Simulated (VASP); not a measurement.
# C (Fd-3m) in VASP: a series of runs, part 2 of 2

VASP 6.6.1. Earlier steps stand in the parts before.

## 3. Relaxation of cell and atoms, LDA

This run uses another cell than the first one, of 5.69 Å³/atom, 1.034 times its volume.

INCAR reads:

```
PREC     = Accurate       # precision mode
ENCUT    = 600            # plane-wave cutoff, eV
EDIFF    = 1E-7           # SCF threshold, eV
ISMEAR   = 0              # smearing method
SIGMA    = 0.02           # smearing width, eV
LREAL    = False          # projectors in reciprocal space
LASPH    = True           # aspherical terms in the spheres
NELM     = 120            # most SCF steps
ALGO     = Normal         # electronic algorithm
ISIF     = 3              # what is computed and relaxed
LWAVE    = False          # write WAVECAR
LCHARG   = False          # write CHGCAR
GGA      = CA             # functional
IBRION   = 2              # ionic algorithm
NSW      = 70             # ionic steps
EDIFFG   = -0.005         # ionic threshold
GGA_COMPAT= False        
NELMIN   = 4
```

KPOINTS reads:

```
Automatic mesh
0
Gamma
  12 12 12
```

POSCAR reads:

```
C
1.0
    0.0000000000      1.7857368678      1.7857368678
    1.7857368678      0.0000000000      1.7857368678
    1.7857368678      1.7857368678      0.0000000000
C
2
Direct
    0.0000000000      0.0000000000      0.0000000000
    0.2500000000      0.2500000000      0.2500000000
```

Potentials or basis: VASP PAW LDA potentials, release 64 (C).

On the command line:

```sh
> cat potpaw_LDA.64/C/POTCAR > POTCAR
> mpirun -np 1 vasp_std > vasp.out
```

OUTCAR:

```text
PREC = Accurate
   ENCUT = 600
   EDIFF = 1E-7
   ISMEAR = 0
   LREAL = False
   LASPH = True
   NELM = 120
   ISIF = 3
   GGA = CA
   IBRION = 2
   NSW = 70
   EDIFFG = -0.005
   NELMIN = 4

 ion  position               nearest neighbor table
   1  0.000  0.000  0.000-   2 1.55   2 1.55   2 1.55   2 1.55
   2  0.250  0.250  0.250-   1 1.55   1 1.55   1 1.55   1 1.55

  LATTYP: Found a face centered cubic cell.
 ALAT       =     3.5714737356

  Lattice vectors:

 A1 = (   0.0000000000,   1.7857368678,   1.7857368678)
 A2 = (   1.7857368678,   0.0000000000,   1.7857368678)
 A3 = (   1.7857368678,   1.7857368678,   0.0000000000)

Analysis of symmetry for initial positions (statically):
=====================================================================
 Subroutine PRICEL returns:
 Original cell was already a primitive cell.

 Routine SETGRP: Setting up the symmetry group for a
 face centered cubic supercell.

 Subroutine GETGRP returns: Found 48 space group operations
 (whereof 24 operations were pure point group operations)
 out of a pool of 48 trial point group operations.

The static configuration has the point symmetry T_d .
 The point group associated with its full space group is O_h .

Analysis of symmetry for dynamics (positions and initial velocities):
=====================================================================
 Subroutine PRICEL returns:
 Original cell was already a primitive cell.

 Routine SETGRP: Setting up the symmetry group for a
 face centered cubic supercell.

 Subroutine GETGRP returns: Found 48 space group operations
 (whereof 24 operations were pure point group operations)
 out of a pool of 48 trial point group operations.

The dynamic configuration has the point symmetry T_d .
 The point group associated with its full space group is O_h .

 Subroutine INISYM returns: Found 48 space group operations
 (whereof 24 operations are pure point group operations),
 and found     1 'primitive' translations

----------------------------------------------------------------------------------------

                                     Primitive cell

  volume of cell :      11.3889

  direct lattice vectors                    reciprocal lattice vectors
     0.000000000  1.785736868  1.785736868    -0.279996459  0.279996459  0.279996459
     1.785736868  0.000000000  1.785736868     0.279996459 -0.279996459  0.279996459
     1.785736868  1.785736868  0.000000000     0.279996459  0.279996459 -0.279996459

  length of vectors
     2.525413297  2.525413297  2.525413297     0.484968093  0.484968093  0.484968093

  position of ions in fractional coordinates (direct lattice)
     0.000000000  0.000000000  0.000000000
     0.250000000  0.250000000  0.250000000

  ion indices of the primitive-cell ions
   primitive index   ion index
                 1           1
                 2           2

----------------------------------------------------------------------------------------

 KPOINTS: Automatic mesh

Automatic generation of k-mesh.
 Grid dimensions read from file:
 generate k-points for:   12   12   12

 Generating k-lattice:

  Cartesian coordinates                     Fractional coordinates (reciprocal lattice)
    -0.023333038  0.023333038  0.023333038     0.083333333  0.000000000  0.000000000
     0.023333038 -0.023333038  0.023333038     0.000000000  0.083333333  0.000000000
     0.023333038  0.023333038 -0.023333038     0.000000000  0.000000000  0.083333333

  Length of vectors
     0.040414008  0.040414008  0.040414008

  Shift w.r.t. Gamma in fractional coordinates (k-lattice)
     0.000000000  0.000000000  0.000000000

 Subroutine IBZKPT returns following result:
 ===========================================

 Found     72 irreducible k-points:

 Following reciprocal coordinates:
            Coordinates               Weight
  0.000000  0.000000  0.000000      1.000000
  0.083333  0.000000  0.000000      8.000000
  0.166667  0.000000  0.000000      8.000000
  0.250000  0.000000  0.000000      8.000000
  0.333333  0.000000  0.000000      8.000000
  0.416667  0.000000  0.000000      8.000000
[... 16 lines left out ...]
  0.500000  0.166667  0.000000     24.000000
 -0.416667  0.166667  0.000000     24.000000
 [... further k-points ...]
   k-points           NKPTS =     72   k-points in BZ     NKDIM =     72   number of bands    NBANDS=      8
   number of dos      NEDOS =    301   number of ions     NIONS =      2
   total plane-waves  NPLWV =   8000
   dimension x,y,z NGX =    20 NGY =   20 NGZ =   20
   dimension x,y,z NGXF=    40 NGYF=   40 NGZF=   40
   ions per type =               2
   NGX,Y,Z   is equivalent  to a cutoff of  13.17, 13.17, 13.17 a.u.
   NGXF,Y,Z  is equivalent  to a cutoff of  26.33, 26.33, 26.33 a.u.
 SYSTEM =  unknown system
   PREC   = accura    normal or accurate (medium, high low for compatibility)
   ISTART =      0    job   : 0-new  1-cont  2-samecut
   ICHARG =      2    charge: 1-file 2-atom 10-const
   ISPIN  =      1    spin polarized calculation?
   LNONCOLLINEAR =      F non collinear calculations
   LSORBIT =      F    spin-orbit coupling
   LASPH  =      T    aspherical Exc in radial PAW
   ENCUT  =  600.0 eV  44.10 Ry    6.64 a.u.   5.04  5.04  5.04*2*pi/ulx,y,z
   NELM   =    120;   NELMIN=  4; NELMDL= -5     # of ELM steps
   EDIFF  = 0.1E-06   stopping-criterion for ELM
   LREAL  =      F    real-space projection
   EDIFFG = -.5E-02   stopping-criterion for IOM
   NSW    =     70    number of steps for IOM
   IBRION =      2    ionic relax: 0-MD 1-quasi-New 2-CG
   NFREE  =      1    steps in history (QN), initial steepest desc. (CG)
   ISIF   =      3    stress and relaxation
   ISYM   =      2    0-nonsym 1-usesym 2-fastsym
   POTIM  = 0.5000    time-step for ionic-motion
   TEBEG  =    0.0;   TEEND  =   0.0 temperature during run
   PSTRESS=    0.0 pullay stress
   NELECT =       8.0000    total number of electrons
   NUPDOWN=      -1.0000    fix difference up-down
   EMIN   =  10.00;   EMAX   =-10.00  energy-range for DOS
   EFERMI =   0.00;   METHOD = LEGACY
   ISMEAR =     0;   SIGMA  =   0.02  broadening in eV -4-tet -1-fermi 0-gaus
   EFERMI_NEDOS =   21; number of points for ismear=-14 and -15
   IALGO  =     38    algorithm
   IMIX   =      4    mixing-type and parameters
     AMIX     =   0.40;   BMIX     =  1.00
     AMIX_MAG =   1.60;   BMIX_MAG =  1.00
  volume/ion in A,a.u.               =       5.69        38.43
  Fermi-wavevector in a.u.,A,eV,Ry     =   1.455272  2.750064 28.814625  2.117815
  Thomas-Fermi vector in A             =   2.572325
   LORBIT       =      0    0 simple, 1 ext, 2 COOP (PROOUT), +10 PAW based schemes
   GGA     = CA    functional components
   LHFCALC =     F    Hartree Fock is set to
   AEXX    =    0.0000 exact exchange contribution
   IVDW    =     0    specifies the selected vdW correction
   LEPSILON=     F    determine dielectric tensor
   LRPA    =     F    only Hartree local field effects (RPA)
 conjugate gradient relaxation of ions
 non-spin polarized calculation
 Gauss-broadening in eV      SIGMA  =   0.02
  energy-cutoff  :      600.00
  volume of cell :       11.39
 maximum number of plane-waves:       392
   NGX =  9   NGY =  9   NGZ =  9

--------------------------------------- Ionic step        1  -------------------------------------------

 number of electron       7.9999999 magnetization

 Free energy of the ion-electron system (eV)
  ---------------------------------------------------
  ext. energy  EPLUGINS =         0.00000000
  ---------------------------------------------------
  free energy    TOTEN  =       -20.23799721 eV

  energy without entropy =      -20.23799721  energy(sigma->0) =      -20.23799721

 E-fermi :   9.8132     XC(G=0): -13.4804

 val. band max:        9.6638273789   @ k =   0.0000   0.0000   0.0000
 cond. band min:      13.7774675659   @ k =   0.3333   0.3333   0.0000
 fundamental gap:      4.1136401870
 Fermi energy:         9.8131934917

 k-point     1 :       0.0000    0.0000    0.0000
  band No.  band energies     occupation
      1     -11.6010      2.00000
      2       9.6638      2.00000
      3       9.6638      2.00000
      4       9.6638      2.00000
      5      15.1954      0.00000
      6      15.1954      0.00000
      7      15.1954      0.00000
      8      23.1290      0.00000
[... 322 lines left out ...]
  energy  without entropy=      -20.2263641785  energy(sigma->0) =      -20.22636418

--------------------------------------- Ionic step        3  -------------------------------------------

 number of electron       7.9999998 magnetization

 Free energy of the ion-electron system (eV)
  ---------------------------------------------------
  ext. energy  EPLUGINS =         0.00000000
  ---------------------------------------------------
  free energy    TOTEN  =       -20.25408475 eV

  energy without entropy =      -20.25408475  energy(sigma->0) =      -20.25408475

 E-fermi :  10.2315     XC(G=0): -13.6339

 val. band max:       10.1308115451   @ k =   0.0000   0.0000   0.0000
 cond. band min:      14.3234455630   @ k =   0.3333   0.3333   0.0000
 fundamental gap:      4.1926340179
 Fermi energy:        10.2314997860

 k-point     1 :       0.0000    0.0000    0.0000
  band No.  band energies     occupation
      1     -11.5591      2.00000
      2      10.1308      2.00000
      3      10.1308      2.00000
      4      10.1308      2.00000
      5      15.7517      0.00000
      6      15.7517      0.00000
      7      15.7517      0.00000
      8      24.3240      0.00000
[... 282 lines left out ...]
  FREE ENERGIE OF THE ION-ELECTRON SYSTEM (eV)
  ---------------------------------------------------
  free  energy   TOTEN  =       -20.2540847481 eV

  energy  without entropy=      -20.2540847481  energy(sigma->0) =      -20.25408475

 reached required accuracy - stopping structural energy minimisation
```

Run time: 5.6 s. Hardware: 1 thread of Intel Xeon 6975P-C (Granite Rapids), shared host; peak memory 0.11 GiB.

Results:

- Free energy: -20.2541 eV
- Relaxed volume: 5.52 Å³/atom
- Relaxed cell: a = 2.499 Å, b = 2.499 Å, c = 2.499 Å, α = 60.00°, β = 60.00°, γ = 60.00°
- Space group after relaxing (to 0.05 Å): Fd-3m (No. 227)
- Energy gained by relaxing: 8.0 meV/atom
- Ionic steps: 3
- Pressure after relaxing: -0.1 GPa
- Band gap on the k mesh: 4.19 eV, indirect (least direct gap 5.62 eV)

The path:
| step | energy change (eV) | largest force (eV/Å) | pressure (GPa) | volume (Å³) |
| --- | --- | --- | --- | --- |
| 1 | 0.0000 | 0.0000 | -14.04 | 11.39 |
| 2 | 0.0116 | 0.0000 | 20.64 | 10.59 |
| 3 | -0.0161 | 0.0000 | -0.14 | 11.03 |

Final structure:
```cif
data_structure
_symmetry_space_group_name_H-M 'P 1'
_symmetry_Int_Tables_number 1
_cell_length_a 2.4989
_cell_length_b 2.4989
_cell_length_c 2.4989
_cell_angle_alpha 60.000
_cell_angle_beta 60.000
_cell_angle_gamma 60.000
_cell_volume 11.03
loop_
_atom_site_label
_atom_site_type_symbol
_atom_site_fract_x
_atom_site_fract_y
_atom_site_fract_z
_atom_site_occupancy
C1 C 0.00000 0.00000 0.00000 1
C2 C 0.25000 0.25000 0.25000 1
```

A k mesh can miss the band edges. As with any semilocal functional, this LDA gap is likely too small.
